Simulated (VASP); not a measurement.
Runs of VASP 6.6.1 on Zn3BH4. The structure is that of space group P-43m (No. 215), or close to it. The cells are those of the table. 

```tsv
task	cell	k mesh	cutoff (eV)	gap on the mesh (eV)	pressure (GPa)	largest force (eV/Å)
single point	a = 4.420 Å, 8 atoms	4 × 4 × 4	520	none	(a)	0.30
single point	a = 4.568 Å, 8 atoms	4 × 4 × 4	520	none	0.0	-
single point	a = 4.585 Å, 8 atoms	8 × 8 × 8	520	none	0.0	0.01
relaxation of cell and atoms	relaxed from a = 4.568 Å, 8 atoms	8 × 8 × 8	600	none	0.1	0.01
```

Alike in all rows: level PBE; potentials or basis VASP PAW PBE potentials, release 64 (Zn, B, H); no spin polarisation; smearing gaussian 0.1 eV.

Task: Estimate the missing entries.

Result: (a) -4.4.

A gap of «none» marks levels without a gap at the run's occupations.
